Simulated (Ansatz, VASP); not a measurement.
## One calculation of SiC5, two programs

INCAR

```
PREC = Accurate ; ENCUT = 520
EDIFF = 1E-6 ; ISMEAR = 0
SIGMA = 0.1 ; LREAL = F
LASPH = T ; NELM = 60
ALGO = Normal ; ISIF = 2
LWAVE = F ; LCHARG = F
GGA = PE ; NBANDS = 21
```

KPOINTS

```
regular mesh
0
Gamma
  6 6 2
```

File POSCAR:

```
SiC5
1.0
    2.5326316200      0.0000000000      0.0000000000
   -1.2663158100      2.1933233200      0.0000000000
    0.0000000000      0.0000000000     14.2697299200
Si C
1 5
Direct
    0.0000000000      0.0000000000      0.5000000000
    0.0000000000      0.0000000000      0.8333333300
    0.0000000000      0.0000000000      0.0000000000
    0.0000000000      0.0000000000      0.1666666700
    0.0000000000      0.0000000000      0.3333333300
    0.0000000000      0.0000000000      0.6666666700
```

Input for Ansatz:

```yaml
crystal:
  lattice:
    - [2.53263162, 0.0, 0.0]
    - [-1.26631581, 2.19332332, 0.0]
    - [0.0, 0.0, 14.26972992]
  atoms:
    - { symbol: Si, position: [0.0, 0.0, 0.5] }
    - { symbol: C, position: [0.0, 0.0, 0.83333333] }
    - { symbol: C, position: [0.0, 0.0, 0.0] }
    - { symbol: C, position: [0.0, 0.0, 0.16666667] }
    - { symbol: C, position: [0.0, 0.0, 0.33333333] }
    - { symbol: C, position: [0.0, 0.0, 0.66666667] }
basis:
  ecutwfc: 420
kpoints:
  mp_grid: { grid: [6, 6, 2] }
hamiltonian:
  xc: pbe
scf:
  occupations: { method: gaussian, width: 0.1 }
  lower_state_search: "off"
output:
  forces: true
  stress: true
  eigenvalues: true
```

Alike in both runs: task single point; functional PBE; k mesh 6 × 6 × 2; occupations gaussian, width 0.1 eV; no spin polarisation.

```csv
,VASP,Ansatz
version,VASP 6.6.1,Ansatz 0.2.0
potentials or method,"VASP PAW PBE potentials, release 64 (Si, C), cutoff 520 eV","scalar-relativistic, plane waves, PAW"
valence electrons in the cell,24,24
```

|  | VASP | Ansatz | Ansatz less VASP |
| --- | --- | --- | --- |
| gap on the k mesh at the Fermi level (eV) | none | none | - |
| rms of the force components (eV/Å) | 0.011 | 0.011 | 0.0000 |

Atom by atom the forces differ by 0.001 eV/Å (rms over components). A gap of «none» marks a metal or a gap that the smearing closes.

The k mesh is coarse, so the values compare programs but aren't converged.
